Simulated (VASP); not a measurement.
A run of VASP 6.6.1 is set up as follows.

Contents of POSCAR:

```
WSe2
1.0
   -2.5028182114      2.5028182114      5.4901347448
    2.5028182114     -2.5028182114      5.4901347448
    2.5028182114      2.5028182114     -5.4901347448
W Se
2 4
Direct
    0.7500000000      0.2500000000      0.5000000000
    0.0000000000      0.0000000000      0.0000000000
    0.5198162499      0.0198162499      0.5000000000
    0.7698162499      0.7698162499      0.0000000000
    0.2301837501      0.2301837501      0.0000000000
    0.9801837501      0.4801837501      0.5000000000
```

The input INCAR.step1:

```
SYSTEM = WSe2
  PREC = Accurate
  ENCUT = 520
  ISMEAR = -1
  SIGMA = 0.02
  LREAL = .False.
  LASPH = .True.
  NELM = 100
  NBANDS = 35
  GGA = PE
  ALGO = Normal
  EDIFF = 1E-4
  LWAVE = .True.
  LCHARG = .False.
```

INCAR.step2

```
SYSTEM = WSe2
  PREC = Accurate
  ENCUT = 520
  EDIFF = 1E-7
  ISMEAR = -1
  SIGMA = 0.02
  LREAL = .False.
  LASPH = .True.
  NELM = 100
  ALGO = Normal
  ISIF = 2
  LWAVE = .False.
  LCHARG = .True.
  METAGGA = R2SCAN
  LMIXTAU = .True.
  LELF = .True.
  LVHAR = .True.
  NBANDS = 35
  ISTART = 1
```

KPOINTS

```
regular mesh
0
Gamma
  6 6 6
  0 0 0
```

Potentials or basis: VASP PAW PBE potentials, release 64 (W_sv, Se).

Command:

```bash
$ cat potpaw_PBE.64/W_sv/POTCAR potpaw_PBE.64/Se/POTCAR > POTCAR
$ cp INCAR.step1 INCAR
$ mpirun -np 1 vasp_std > vasp.out
$ cp INCAR.step2 INCAR
$ mpirun -np 1 vasp_std > vasp.out
```

(1) Predict the band gap on the k mesh.

(2) Estimate the pressure.

(3) Estimate the largest force.

## Answers

(1) zero (bands 26 and 27 overlap by 0.98 eV).

(2) 0.1 GPa.

(3) 0.006 eV/Å.

Caveat: the PAW data sets were made with another functional, which shifts forces and pressure a little; spin-orbit coupling is left out, which moves the levels of the heavy elements.
